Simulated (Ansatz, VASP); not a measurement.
**Rh: VASP beside Ansatz**

```
Rh
1.0
     2.67029    0.00000    0.00000
    -1.33515    2.31254    0.00000
     0.00000    0.00000    4.29715
Rh
2
Direct
  0.66667 0.33333 0.75000
  0.33333 0.66667 0.25000
```

Change from the starting cell: equal strain along all axes, cell held, atoms relaxed: -2.0 %.

Alike in both runs: task single point; functional PBE; k mesh 18 × 18 × 10; occupations gaussian, width 0.1 eV; no spin polarisation.

```csv
,VASP,Ansatz
version,VASP 6.6.1,Ansatz 0.2.0
potentials or method,"VASP PAW PBE potentials, release 64 (Rh_pv), cutoff 520 eV","scalar-relativistic, plane waves, PAW"
valence electrons in the cell,30,34
```

Ansatz gave:

- gap on the k mesh at the Fermi level (eV): none
- pressure (GPa): 18.1
- traceless stress, the component that is largest in VASP (GPa): 0.37

Task: Estimate VASP's values.

Result: gap on the k mesh at the Fermi level (eV): none; pressure (GPa): 18.2; traceless stress, the component that is largest in VASP (GPa): 0.39.

A gap of «none» marks a metal or a gap that the smearing closes. VASP's potentials hold 30 valence electrons a cell and Ansatz's 34, so a difference there can come from the potentials and not from the codes.
